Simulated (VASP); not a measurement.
Wanted: the native input for a VASP 6.6.1 run.

```yaml
Task: single point
Functional: PBE
Potentials_or_basis: VASP PAW PBE potentials, release 64 (Na_pv, Cl)
Cutoff: 500 eV
k_mesh: 4 × 4 × 4
Occupations: gaussian, width 0.1 eV
Spin: collinear spin, zero start
Starting_moments: "[0.0, 0.0] μB"
Fixed_moment: 0 μB
Dipole_correction: no
Further_INCAR_settings: ALGO = Normal; EDIFF = 1e-06; NBANDS = 18
```

The structure of NaCl lies in POSCAR:

```
NaCl
1.0
    0.0000000000      2.7940632177      2.7940632177
    2.7940632177      0.0000000000      2.7940632177
    2.7940632177      2.7940632177      0.0000000000
Na Cl
1 1
Direct
    0.0000000000      0.0000000000      0.0000000000
    0.5000000000      0.5000000000      0.5000000000
```

One way to write it, as run:

INCAR

```
PREC = Accurate
ENCUT = 500
EDIFF = 1E-6
ISMEAR = 0
SIGMA = 0.1
LREAL = F
LASPH = T
NELM = 200
ALGO = Normal
ISIF = 2
LWAVE = F
LCHARG = T
ISPIN = 2
MAGMOM = 0 0
LORBIT = 11
NUPDOWN = 0.0
GGA = PE
LELF = T
LVHAR = T
NBANDS = 18
GGA_COMPAT = F
```

KPOINTS

```
Automatic mesh
0
Gamma
  4 4 4
```

Potentials or basis: VASP PAW PBE potentials, release 64 (Na_pv, Cl).

Command:

```bash
$ cat potpaw_PBE.64/Na_pv/POTCAR potpaw_PBE.64/Cl/POTCAR > POTCAR
$ mpirun -np 1 vasp_std > vasp.out
```

Results of the run:

```json
{
 "Pressure": "1.5 GPa",
 "Net moment": "0.00 μB per cell",
 "Valence electrons inside the program's atomic spheres": "Na 6.03; Cl 5.18"
}
```

Caveat: the k points lie up to 0.49 Å⁻¹ apart; the total moment is fixed, so each spin has its own Fermi level.

Run time: 14 s on 1 thread of Intel Xeon 8259CL, with other jobs on the host, peak memory 0.17 GiB.
